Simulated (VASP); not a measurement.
A run of VASP 6.6.1 is set up as follows.

File INCAR:

```
PREC     = Accurate       # precision mode
ENCUT    = 1340           # plane-wave cutoff, eV
EDIFF    = 1E-6           # SCF threshold, eV
ISMEAR   = 0              # smearing method
SIGMA    = 0.02           # smearing width, eV
LREAL    = F              # projectors in reciprocal space
LASPH    = T              # aspherical terms in the spheres
NELM     = 120            # most SCF steps
ALGO     = Normal         # electronic algorithm
ISIF     = 2              # what is computed and relaxed
LWAVE    = F              # write WAVECAR
LCHARG   = T              # write CHGCAR
GGA      = PS             # functional
IVDW     = 12             # dispersion correction
LELF     = T              # ELF
LVHAR    = T            
NBANDS   = 28             # bands
GGA_COMPAT= F
```

KPOINTS

```
regular mesh
0
Gamma
  8 6 8
```

The input POSCAR:

```
SnO
1.0
    3.2741611671      0.0000000000      0.0000000000
    0.0000000000      5.5195095923      0.0000000000
    0.0000000000      0.0000000000      3.4873851629
Sn O
2 2
Direct
    0.0000000000      0.2485237687      0.5535291015
    0.5000000000      0.7514762313      0.0535291015
    0.0000000000      0.8728144324      0.6964718985
    0.5000000000      0.1271855676      0.1964718985
```

Potentials or basis: VASP PAW PBE potentials, release 64 (Sn_d, O_h).

The run is started by

```bash
$ cat potpaw_PBE.64/Sn_d/POTCAR potpaw_PBE.64/O_h/POTCAR > POTCAR
$ mpirun -np 1 vasp_std > vasp.out
```

**Question.** Estimate the largest force.

**Answer.** 0.074 eV/Å.

**Question.** Predict the band gap on the k mesh.

**Answer.** 0.87 eV (least direct gap 1.57 eV).

**Question.** What does it give for the pressure?

**Answer.** 2.6 GPa.

**Question.** Estimate the dispersion energy per atom.

**Answer.** -0.240 eV.

Forces in eV/Å, atoms in the order of the input:
```
Sn   0.000  0.068  0.029
Sn   0.000 -0.068  0.029
O    0.000 -0.005 -0.029
O    0.000  0.005 -0.029
```

Caveat: the PAW data sets were made with another functional, which shifts forces and pressure a little; spin-orbit coupling is left out, which moves the levels of the heavy elements. A k mesh can miss the band edges.
